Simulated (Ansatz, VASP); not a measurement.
# Be3OsC2 in VASP and in Ansatz

The input INCAR:

```
SYSTEM = Be3OsC2
  ALGO = Normal
  EDIFF = 1E-6
  EDIFFG = -0.01
  ENCUT = 600
  GGA = PE
  IBRION = 2
  ISIF = 3
  ISMEAR = 0
  LASPH = .True.
  LCHARG = .False.
  LREAL = .False.
  LWAVE = .False.
  NELM = 80
  NSW = 100
  PREC = Accurate
  SIGMA = 0.1
```

KPOINTS

```
k-points
0
Gamma
  12 12 8
  0 0 0
```

Contents of POSCAR:

```
Be3OsC2
1.0
    4.5905420373      0.0000000000      0.0000000000
   -2.2952710186      3.9755260214      0.0000000000
    0.0000000000      0.0000000000      5.1619747605
Be Os C
3 1 2
Direct
    0.5000000000      0.0000000000      0.5000000000
    0.0000000000      0.5000000000      0.5000000000
    0.5000000000      0.5000000000      0.5000000000
    0.0000000000      0.0000000000      0.5000000000
    0.0000000000      0.0000000000      0.1266001547
    0.0000000000      0.0000000000      0.8733998453
```

Input for Ansatz:

```yaml
crystal:
  lattice:
    - [4.5905420373, 0.0, 0.0]
    - [-2.2952710186, 3.9755260214, 0.0]
    - [0.0, 0.0, 5.1619747605]
  atoms:
    - { symbol: Be, position: [0.5, 0.0, 0.5] }
    - { symbol: Be, position: [0.0, 0.5, 0.5] }
    - { symbol: Be, position: [0.5, 0.5, 0.5] }
    - { symbol: Os, position: [0.0, 0.0, 0.5] }
    - { symbol: C, position: [0.0, 0.0, 0.1266001547] }
    - { symbol: C, position: [0.0, 0.0, 0.8733998453] }
basis:
  ecutwfc: 420
kpoints:
  mp_grid: { grid: [12, 12, 8] }
hamiltonian:
  xc: pbe
scf:
  occupations: { method: gaussian, width: 0.1 }
output:
  forces: true
  stress: true
  eigenvalues: true
  write_density: true
  write_potential: true
  elf: true
  volumetric_format: npy
relax:
  adjacent_minimum: "off"
  f_tol: 0.01
  max_steps: 80
  cell: { stress_tol: 0.05 }
```

Alike in both runs: task relaxation of cell and atoms; functional PBE; k mesh 12 × 12 × 8; occupations gaussian, width 0.1 eV; no spin polarisation.

|  | VASP | Ansatz |
| --- | --- | --- |
| version | VASP 6.6.1 | Ansatz 0.2.0 |
| potentials or method | VASP PAW PBE potentials, release 64 (Be, Os, C), cutoff 600 eV | scalar-relativistic, plane waves, PAW |
| valence electrons in the cell | 22 | 30 |

Ansatz gave:

* gap on the k mesh at the Fermi level, each at its own relaxed structure (eV): none
* relaxed volume (Å³/atom): 15.72
* relaxed cell length with the largest relative difference (Å): 5.165

**Question.** What did VASP give for the same quantities?

**Answer.** gap on the k mesh at the Fermi level, each at its own relaxed structure (eV): none; relaxed volume (Å³/atom): 15.74; relaxed cell length with the largest relative difference (Å): 5.173.

A gap of «none» marks a metal or a gap that the smearing closes. VASP's potentials hold 22 valence electrons a cell and Ansatz's 30, so a difference there can come from the potentials and not from the codes.

Spin-orbit coupling is off throughout.
